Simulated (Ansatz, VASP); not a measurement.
**Two plane-wave programs on ZrS2**

Contents of INCAR:

```
SYSTEM = ZrS2
  PREC = Accurate
  ENCUT = 400
  EDIFF = 1E-8
  ISMEAR = -1
  SIGMA = 0.02
  LREAL = .FALSE.
  LASPH = .TRUE.
  NELM = 120
  ALGO = Normal
  ISIF = 2
  LWAVE = .FALSE.
  LCHARG = .FALSE.
  GGA = PS
  LEFG = .TRUE.
  NBANDS = 19
  GGA_COMPAT = .FALSE.
```

Contents of KPOINTS:

```
Automatic mesh
0
G
  8 8 4
  0 0 0
```

The input POSCAR:

```
ZrS2
1.0
    3.6299990406      0.0000000000      0.0000000000
   -1.8149995203      3.1436713848      0.0000000000
    0.0000000000      0.0000000000      5.8500000000
Zr S
1 2
Direct
    0.0000000000      0.0000000000      0.0000000000
    0.3333333333      0.6666666667      0.2492000000
    0.6666666667      0.3333333333      0.7508000000
```

Input for Ansatz:

```yaml
crystal:
  lattice:
    - [3.6299990406, 0.0, 0.0]
    - [-1.8149995203, 3.1436713848, 0.0]
    - [0.0, 0.0, 5.85]
  atoms:
    - { symbol: Zr, position: [0.0, 0.0, 0.0] }
    - { symbol: S, position: [0.3333333333, 0.6666666667, 0.2492] }
    - { symbol: S, position: [0.6666666667, 0.3333333333, 0.7508] }
kpoints:
  mp_grid: { grid: [8, 8, 4] }
  band_path:
    path:
      - [0.0, 0.0, 0.0]
      - [0.5, 0.0, 0.0]
      - [0.3333333333, 0.3333333333, 0.0]
      - [0.0, 0.0, 0.0]
      - [0.0, 0.0, 0.5]
      - [0.5, 0.0, 0.5]
      - [0.3333333333, 0.3333333333, 0.5]
      - [0.0, 0.0, 0.5]
      - [0.5, 0.0, 0.5]
    npoints: 14
scf:
  occupations: { method: fermi_dirac, width: 0.02 }
hamiltonian:
  xc: pbesol
  pseudopotentials: { kind: paw }
output:
  forces: true
  stress: true
  eigenvalues: true
  efg: { contact_densities: true }
  populations: true
  bader: true
  dos: { projected: true, de: 0.2, e_range: [-14, 8] }
  write_density: true
  write_potential: true
  elf: true
  volumetric_format: npy
```

Alike in both runs: task electric field gradients; functional PBEsol; k mesh 8 × 8 × 4; occupations fermi-dirac, width 0.02 eV; no spin polarisation.

|  | VASP | Ansatz |
| --- | --- | --- |
| version | VASP 6.6.1 | Ansatz 0.2.0 |
| potentials or method | VASP PAW PBE potentials, release 64 (Zr_sv, S) | PAW with Ansatz's default frozen-core files, scalar-relativistic |
| plane-wave cutoff (eV) | 400 | 420 |
| valence electrons in the cell | 24 | 24 |

VASP gave:

```
pressure (GPa)                                       : -0.3
rms of the force components (eV/Å)                   : 0.027
size of Vzz on the site where it differs most (V/Å²) : 16.1
```

Question: Estimate Ansatz's values.

Answer: Pressure (GPa): -0.4; rms of the force components (eV/Å): 0.036; size of Vzz on the site where it differs most (V/Å²): 14.9.

VASP's potentials were made for PBE, not for PBEsol. Atom by atom the forces differ by 0.009 eV/Å (rms over components). The functional is the same, so the differences come from potentials, cutoffs and numerics.
